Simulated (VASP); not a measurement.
Here is a VASP 6.6.1 calculation.

The input INCAR:

```
  ALGO = Normal
  EDIFF = 1E-6
  ENCUT = 520
  GGA = PS
  ISIF = 2
  ISMEAR = 0
  LASPH = T
  LCHARG = T
  LELF = T
  LREAL = F
  LVHAR = T
  LWAVE = F
  NBANDS = 18
  NELM = 100
  PREC = Accurate
  SIGMA = 0.1
```

Contents of KPOINTS:

```
k-points
0
Gamma
  6 6 4
```

Contents of POSCAR:

```
La
1.0
    3.7500000000      0.0000000000      0.0000000000
   -1.8750000000      3.2475952642      0.0000000000
    0.0000000000      0.0000000000      6.0700000000
La
2
Direct
    0.3333333333      0.6666666667      0.2500000000
    0.6666666667      0.3333333333      0.7500000000
```

Potentials or basis: VASP PAW PBE potentials, release 64 (La).

Launch:

```console
$ cat potpaw_PBE.64/La/POTCAR > POTCAR
$ mpirun -np 1 vasp_std > vasp.out
```

Question: Predict the pressure.

Answer: -1.5 GPa.

Question: Estimate the band gap on the k mesh.

Answer: Zero (band 11 reaches 8.87 eV, above the bottom of band 12 at 7.37 eV).

Stress tensor (GPa, compression positive):
```
-1.67  0.00  0.00
 0.00 -1.67  0.00
 0.00  0.00 -1.30
```

Caveat: the PAW data sets were made with another functional, which shifts forces and pressure a little; spin-orbit coupling is left out, which moves the levels of the heavy elements.
